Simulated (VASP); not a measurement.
# AgB2 (P6/mmm) in VASP: further runs

AgB2 is run at these levels: PBEsol; tasks: single point.

Everything below comes from runs of VASP 6.6.1. Logs are shortened: lines on timing, memory, paths and dates and some standing lists are left out, and cuts for length are marked.

### Step 1. The cell of the first run

Symmetry: P6/mmm, No. 191, hexagonal system. The conventional cell has a = 3.000 Å, b = 3.000 Å, c = 3.175 Å, α = 90.00°, β = 90.00°, γ = 120.00°. Ag (site symmetry 6/mmm) has 12 B at 2.35 Å and 6 Ag at 3.00 Å within 3.1 Å. B (site symmetry -6m2) has 3 B at 1.73 Å within 2.3 Å.

### Step 2. Single point, PBEsol (zz strain of -2 %)

The input, INCAR:

```
SYSTEM = AgB2
ALGO = Normal ; EDIFF = 1E-6
ENCUT = 520 ; GGA = PS
ISIF = 2 ; ISMEAR = -1
LASPH = .TRUE. ; LCHARG = .FALSE.
LREAL = .FALSE. ; LWAVE = .FALSE.
NBANDS = 16 ; NELM = 60
PREC = Accurate ; SIGMA = 0.05
```

The input, KPOINTS:

```
k-points
0
G
  16 16 13
  0 0 0
```

The input, POSCAR:

```
AgB2
1.0
    3.0000016405      0.0000000000      0.0000000000
   -1.5000008203      2.5980776321      0.0000000000
    0.0000000000      0.0000000000      3.1752000000
Ag B
1 2
Direct
    0.0000000000      0.0000000000      0.0000000000
    0.3333333333      0.6666666667      0.5000000000
    0.6666666667      0.3333333333      0.5000000000
```

Potentials or basis: VASP PAW PBE potentials, release 64 (Ag, B).

Command:

```sh
cat potpaw_PBE.64/Ag/POTCAR potpaw_PBE.64/B/POTCAR > POTCAR
mpirun -np 1 vasp_std > vasp.out
```

OUTCAR:

```text
SYSTEM = AgB2
   EDIFF = 1E-6
   ENCUT = 520
   GGA = PS
   ISIF = 2
   ISMEAR = -1
   LASPH = .TRUE.
   LREAL = .FALSE.
   NELM = 60
   PREC = Accurate

 ion  position               nearest neighbor table
   1  0.000  0.000  0.000-   2 2.35   3 2.35   2 2.35   3 2.35   3 2.35   3 2.35   2 2.35   2 2.35
                             3 2.35   3 2.35   2 2.35   2 2.35
   2  0.333  0.667  0.500-   3 1.73   3 1.73   3 1.73   1 2.35   1 2.35   1 2.35   1 2.35   1 2.35
                             1 2.35
   3  0.667  0.333  0.500-   2 1.73   2 1.73   2 1.73   1 2.35   1 2.35   1 2.35   1 2.35   1 2.35
                             1 2.35

  LATTYP: Found a hexagonal cell.
 ALAT       =     3.0000016405
 C/A-ratio  =     1.0583994212

  Lattice vectors:

 A1 = (   3.0000016405,   0.0000000000,   0.0000000000)
 A2 = (  -1.5000008203,   2.5980776321,   0.0000000000)
 A3 = (   0.0000000000,   0.0000000000,   3.1752000000)

Analysis of symmetry for initial positions (statically):
=====================================================================
 Subroutine PRICEL returns:
 Original cell was already a primitive cell.

 Routine SETGRP: Setting up the symmetry group for a
 hexagonal supercell.

 Subroutine GETGRP returns: Found 24 space group operations
 (whereof 24 operations were pure point group operations)
 out of a pool of 24 trial point group operations.

The static configuration has the point symmetry D_6h.

Analysis of symmetry for dynamics (positions and initial velocities):
=====================================================================
 Subroutine PRICEL returns:
 Original cell was already a primitive cell.

 Routine SETGRP: Setting up the symmetry group for a
 hexagonal supercell.

 Subroutine GETGRP returns: Found 24 space group operations
 (whereof 24 operations were pure point group operations)
 out of a pool of 24 trial point group operations.

The dynamic configuration has the point symmetry D_6h.

 Subroutine INISYM returns: Found 24 space group operations
 (whereof 24 operations are pure point group operations),
 and found     1 'primitive' translations

----------------------------------------------------------------------------------------

                                     Primitive cell

  volume of cell :      24.7483

  direct lattice vectors                    reciprocal lattice vectors
     3.000001640  0.000000000  0.000000000     0.333333151  0.192449984  0.000000000
    -1.500000820  2.598077632  0.000000000     0.000000000  0.384899969  0.000000000
     0.000000000  0.000000000  3.175200000     0.000000000  0.000000000  0.314940791

  length of vectors
     3.000001640  3.000001641  3.175200000     0.384899969  0.384899969  0.314940791

  position of ions in fractional coordinates (direct lattice)
     0.000000000  0.000000000  0.000000000
     0.333333333  0.666666667  0.500000000
     0.666666667  0.333333333  0.500000000

  ion indices of the primitive-cell ions
   primitive index   ion index
                 1           1
                 2           2
                 3           3

----------------------------------------------------------------------------------------

 KPOINTS: k-points

Automatic generation of k-mesh.
 Grid dimensions read from file:
 generate k-points for:   16   16   13

 Generating k-lattice:

  Cartesian coordinates                     Fractional coordinates (reciprocal lattice)
     0.020833322  0.012028124  0.000000000     0.062500000  0.000000000  0.000000000
     0.000000000  0.024056248  0.000000000     0.000000000  0.062500000  0.000000000
     0.000000000  0.000000000  0.024226215     0.000000000  0.000000000  0.076923077

  Length of vectors
     0.024056248  0.024056248  0.024226215

  Shift w.r.t. Gamma in fractional coordinates (k-lattice)
     0.000000000  0.000000000  0.000000000

 Subroutine IBZKPT returns following result:
 ===========================================

 Found    210 irreducible k-points:

 Following reciprocal coordinates:
            Coordinates               Weight
  0.000000  0.000000  0.000000      1.000000
  0.062500  0.000000  0.000000      6.000000
  0.125000  0.000000  0.000000      6.000000
  0.187500  0.000000  0.000000      6.000000
  0.250000  0.000000  0.000000      6.000000
  0.312500  0.000000  0.000000      6.000000
[... 16 lines left out ...]
  0.187500  0.187500  0.000000      6.000000
  0.250000  0.187500  0.000000     12.000000
 [... further k-points ...]
   k-points           NKPTS =    210   k-points in BZ     NKDIM =    210   number of bands    NBANDS=     16
   number of dos      NEDOS =    301   number of ions     NIONS =      3
   total plane-waves  NPLWV =  13824
   dimension x,y,z NGX =    24 NGY =   24 NGZ =   24
   dimension x,y,z NGXF=    48 NGYF=   48 NGZF=   48
   ions per type =               1   2
   NGX,Y,Z   is equivalent  to a cutoff of  13.30, 13.30, 12.57 a.u.
   NGXF,Y,Z  is equivalent  to a cutoff of  26.60, 26.60, 25.13 a.u.
 SYSTEM =  AgB2
   PREC   = accura    normal or accurate (medium, high low for compatibility)
   ISTART =      0    job   : 0-new  1-cont  2-samecut
   ICHARG =      2    charge: 1-file 2-atom 10-const
   ISPIN  =      1    spin polarized calculation?
   LNONCOLLINEAR =      F non collinear calculations
   LSORBIT =      F    spin-orbit coupling
   LASPH  =      T    aspherical Exc in radial PAW
   ENCUT  =  520.0 eV  38.22 Ry    6.18 a.u.   5.58  5.58  5.90*2*pi/ulx,y,z
   NELM   =     60;   NELMIN=  2; NELMDL= -5     # of ELM steps
   EDIFF  = 0.1E-05   stopping-criterion for ELM
   LREAL  =      F    real-space projection
   EDIFFG = 0.1E-04   stopping-criterion for IOM
   NSW    =      0    number of steps for IOM
   IBRION =     -1    ionic relax: 0-MD 1-quasi-New 2-CG
   NFREE  =      0    steps in history (QN), initial steepest desc. (CG)
   ISIF   =      2    stress and relaxation
   ISYM   =      2    0-nonsym 1-usesym 2-fastsym
   POTIM  = 0.5000    time-step for ionic-motion
   TEBEG  =    0.0;   TEEND  =   0.0 temperature during run
   PSTRESS=    0.0 pullay stress
   NELECT =      17.0000    total number of electrons
   NUPDOWN=      -1.0000    fix difference up-down
   EMIN   =  10.00;   EMAX   =-10.00  energy-range for DOS
   EFERMI =   0.00;   METHOD = LEGACY
   ISMEAR =    -1;   SIGMA  =   0.05  broadening in eV -4-tet -1-fermi 0-gaus
   EFERMI_NEDOS =   21; number of points for ismear=-14 and -15
   IALGO  =     38    algorithm
   IMIX   =      4    mixing-type and parameters
     AMIX     =   0.40;   BMIX     =  1.00
     AMIX_MAG =   1.60;   BMIX_MAG =  1.00
  volume/ion in A,a.u.               =       8.25        55.67
  Fermi-wavevector in a.u.,A,eV,Ry     =   1.444473  2.729659 28.388605  2.086504
  Thomas-Fermi vector in A             =   2.562764
   LORBIT       =      0    0 simple, 1 ext, 2 COOP (PROOUT), +10 PAW based schemes
   GGA     = PS    functional components
   LHFCALC =     F    Hartree Fock is set to
   AEXX    =    0.0000 exact exchange contribution
   IVDW    =     0    specifies the selected vdW correction
   LEPSILON=     F    determine dielectric tensor
   LRPA    =     F    only Hartree local field effects (RPA)
 non-spin polarized calculation
  energy-cutoff  :      520.00
  volume of cell :       24.75
 maximum number of plane-waves:       690
 NGX is ok and might be reduce to    24
   NGX = 11   NGY = 11   NGZ = 11

 number of electron      16.9999995 magnetization

 Free energy of the ion-electron system (eV)
  ---------------------------------------------------
  ext. energy  EPLUGINS =         0.00000000
  ---------------------------------------------------
  free energy    TOTEN  =       -14.58547967 eV

  energy without entropy =      -14.57400166  energy(sigma->0) =      -14.57974067

 E-fermi :  11.0254     XC(G=0): -13.5380

 val. band max:       11.0192811036   @ k =   0.1250   0.0000   0.3077
 cond. band min:      11.0264707118   @ k =   0.4375   0.0000   0.3846
 fundamental gap:      0.0071896082
 Fermi energy:        11.0253713601

 k-point     1 :       0.0000    0.0000    0.0000
  band No.  band energies     occupation
      1      -3.6488      2.00000
      2       3.6240      2.00000
      3       4.1198      2.00000
      4       4.1198      2.00000
      5       5.7864      2.00000
      6       5.7864      2.00000
[... 8 lines left out ...]
     15      27.7553      0.00000
     16      30.0824      0.00000

 k-point     2 :       0.0625    0.0000    0.0000
  band No.  band energies     occupation
      1      -3.5721      2.00000
      2       3.6572      2.00000
      3       4.0519      2.00000
      4       4.1718      2.00000
      5       5.5625      2.00000
      6       5.7747      2.00000
[... 8 lines left out ...]
     15      27.9155      0.00000
     16      30.1529      0.00000

 k-point     3 :       0.1250    0.0000    0.0000
  band No.  band energies     occupation
      1      -3.3444      2.00000
      2       3.7443      2.00000
      3       3.8606      2.00000
      4       4.3250      2.00000
      5       5.1147      2.00000
      6       5.7413      2.00000
[... 8 lines left out ...]
     15      28.3394      0.00000
     16      30.3547      0.00000

 k-point     4 :       0.1875    0.0000    0.0000
  band No.  band energies     occupation
      1      -2.9720      2.00000
      2       3.5592      2.00000
      3       3.8627      2.00000
      4       4.5710      2.00000
      5       4.6588      2.00000
      6       5.6919      2.00000
[... 8 lines left out ...]
     15      28.7292      0.00000
     16      30.6607      0.00000
[... 324 lines left out ...]
 k-point    22 :       0.4375    0.1250    0.0000
  band No.  band energies     occupation
      1       0.3815      2.00000
      2       1.0738      2.00000
      3       3.4073      2.00000
      4       3.6655      2.00000
      5       5.2210      2.00000
      6       6.2945      2.00000
[... 8 lines left out ...]
     15      26.1975      0.00000
     16      26.3852      0.00000

 k-point    23 :       0.1875    0.1875    0.0000
  band No.  band energies     occupation
      1      -1.6975      2.00000
      2       2.7950      2.00000
      3       3.8798      2.00000
      4       4.0221      2.00000
      5       5.2374      2.00000
      6       5.3532      2.00000
[... 8 lines left out ...]
     15      26.8561      0.00000
     16      27.2516      0.00000

 k-point    24 :       0.2500    0.1875    0.0000
  band No.  band energies     occupation
      1      -1.0358      2.00000
      2       2.4483      2.00000
      3       3.6390      2.00000
      4       3.9016      2.00000
      5       5.1850      2.00000
      6       5.5483      2.00000
[... 8 lines left out ...]
     15      25.5428      0.00000
     16      26.6645      0.00000

 [... further k-points ...]
[... 5 lines left out ...]
  --------------------------------------------------------------------------------------
  -------------------------------------------------------------------------------------
  Total        6.6103006      6.6103006     11.9010028     -0.0000000     -0.0000000     -0.0000000
  in kB      427.9441478    427.9441478    770.4588286     -0.0000000     -0.0000000     -0.0000000
  external PRESSURE =     542.1157081 kB  Pullay stress =       0.0000000 kB

 VOLUME and BASIS-vectors are now :
 -----------------------------------------------------------------------------
  energy-cutoff  :      520.00
  volume of cell :       24.75
      direct lattice vectors                 reciprocal lattice vectors
     3.000001640  0.000000000  0.000000000     0.333333151  0.192449984  0.000000000
    -1.500000820  2.598077632  0.000000000     0.000000000  0.384899969  0.000000000
     0.000000000  0.000000000  3.175200000     0.000000000  0.000000000  0.314940791

 POSITION                                       TOTAL-FORCE (eV/Angst)
 -----------------------------------------------------------------------------------
      0.00000      0.00000      0.00000         0.000000      0.000000      0.000000
     -0.00000      1.73205      1.58760        -0.000000      0.000000      0.000000
      1.50000      0.86603      1.58760         0.000000      0.000000     -0.000000
 -----------------------------------------------------------------------------------
    total drift:                               -0.000000      0.000000      0.000000

  FREE ENERGIE OF THE ION-ELECTRON SYSTEM (eV)
  ---------------------------------------------------
  free  energy   TOTEN  =       -14.5854796692 eV

  energy  without entropy=      -14.5740016608  energy(sigma->0) =      -14.57974067
```

It took 62 s on 1 thread of Intel Xeon Platinum 8175M at 2.50GHz (Skylake/Cascade Lake), shared host; peak memory 0.2 GiB.

What came out:

```yaml
Free_energy: -14.5855 eV
Pressure: 54.2 GPa
```

Caveat: the cell differs from its parent crystal (zz strain of -2 %); the PAW data sets were made with another functional, which shifts forces and pressure a little.

### Step 3. Single point, PBEsol (volume scaled by 0.99)

The input, INCAR:

```
PREC = Accurate ; ENCUT = 520
EDIFF = 1E-6 ; ISMEAR = -1
SIGMA = 0.05 ; LREAL = F
LASPH = T ; NELM = 80
ALGO = Normal ; ISIF = 2
LWAVE = F ; LCHARG = F
GGA = PS ; NBANDS = 16
```

The input, KPOINTS:

```
regular mesh
0
Gamma
  16 16 13
```

The input, POSCAR:

```
AgB2
1.0
    2.9899681152      0.0000000000      0.0000000000
   -1.4949840577      2.5893883443      0.0000000000
    0.0000000000      0.0000000000      3.2291637987
Ag B
1 2
Direct
    0.0000000000      0.0000000000      0.0000000000
    0.3333333333      0.6666666667      0.5000000000
    0.6666666667      0.3333333333      0.5000000000
```

Potentials or basis: VASP PAW PBE potentials, release 64 (Ag, B).

Command:

```sh
cat potpaw_PBE.64/Ag/POTCAR potpaw_PBE.64/B/POTCAR > POTCAR
mpirun -np 1 vasp_std > vasp.out
```

OUTCAR:

```text
PREC = Accurate
   ENCUT = 520
   EDIFF = 1E-6
   ISMEAR = -1
   LREAL = F
   LASPH = T
   NELM = 80
   ISIF = 2
   GGA = PS

 ion  position               nearest neighbor table
   1  0.000  0.000  0.000-   2 2.36   3 2.36   2 2.36   3 2.36   3 2.36   3 2.36   2 2.36   2 2.36
                             3 2.36   3 2.36   2 2.36   2 2.36
   2  0.333  0.667  0.500-   3 1.73   3 1.73   3 1.73   1 2.36   1 2.36   1 2.36   1 2.36   1 2.36
                             1 2.36
   3  0.667  0.333  0.500-   2 1.73   2 1.73   2 1.73   1 2.36   1 2.36   1 2.36   1 2.36   1 2.36
                             1 2.36

  LATTYP: Found a hexagonal cell.
 ALAT       =     2.9899681152
 C/A-ratio  =     1.0799994095

  Lattice vectors:

 A1 = (   2.9899681152,   0.0000000000,   0.0000000000)
 A2 = (  -1.4949840577,   2.5893883443,   0.0000000000)
 A3 = (   0.0000000000,   0.0000000000,   3.2291637987)

Analysis of symmetry for initial positions (statically):
=====================================================================
 Subroutine PRICEL returns:
 Original cell was already a primitive cell.

 Routine SETGRP: Setting up the symmetry group for a
 hexagonal supercell.
[... 165 lines left out ...]
  free energy    TOTEN  =       -14.73682082 eV

  energy without entropy =      -14.72525201  energy(sigma->0) =      -14.73103641

 E-fermi :  10.8138     XC(G=0): -13.4799

 val. band max:       10.8066473076   @ k =   0.3750   0.0000   0.3846
 cond. band min:      10.8167186316   @ k =   0.1875   0.0000   0.3846
 fundamental gap:      0.0100713240
 Fermi energy:        10.8138451494

 k-point     1 :       0.0000    0.0000    0.0000
  band No.  band energies     occupation
      1      -3.7238      2.00000
      2       3.5245      2.00000
      3       4.0787      2.00000
      4       4.0787      2.00000
      5       5.6712      2.00000
      6       5.6712      2.00000
[... 433 lines left out ...]
      3       3.5877      2.00000
      4       3.7327      2.00000
      5       5.0540      2.00000
      6       5.4775      2.00000
[... 8 lines left out ...]
     15      25.0442      0.00000
     16      26.2890      0.00000

 [... further k-points ...]
[... 5 lines left out ...]
  --------------------------------------------------------------------------------------
  -------------------------------------------------------------------------------------
  Total        6.2753758      6.2753758     11.1462201     -0.0000000      0.0000000      0.0000000
  in kB      402.1578039    402.1578039    714.3061295     -0.0000000      0.0000000      0.0000000
  external PRESSURE =     506.2072458 kB  Pullay stress =       0.0000000 kB

 VOLUME and BASIS-vectors are now :
 -----------------------------------------------------------------------------
  energy-cutoff  :      520.00
  volume of cell :       25.00
      direct lattice vectors                 reciprocal lattice vectors
     2.989968115  0.000000000  0.000000000     0.334451727  0.193095795  0.000000000
    -1.494984058  2.589388344  0.000000000     0.000000000  0.386191589  0.000000000
     0.000000000  0.000000000  3.229163799     0.000000000  0.000000000  0.309677694

 POSITION                                       TOTAL-FORCE (eV/Angst)
 -----------------------------------------------------------------------------------
      0.00000      0.00000      0.00000         0.000000      0.000000      0.000000
     -0.00000      1.72626      1.61458         0.000000     -0.000000      0.000000
      1.49498      0.86313      1.61458        -0.000000      0.000000      0.000000
 -----------------------------------------------------------------------------------
    total drift:                               -0.000000      0.000000      0.000000

  FREE ENERGIE OF THE ION-ELECTRON SYSTEM (eV)
  ---------------------------------------------------
  free  energy   TOTEN  =       -14.7368208227 eV

  energy  without entropy=      -14.7252520060  energy(sigma->0) =      -14.73103641
```

It took 63 s on 1 thread of Intel Xeon Platinum 8175M at 2.50GHz (Skylake/Cascade Lake), shared host; peak memory 0.2 GiB.

Results:

- Free energy: -14.7368 eV
- Pressure: 50.6 GPa

Caveat: the PAW data sets were made with another functional, which shifts forces and pressure a little.
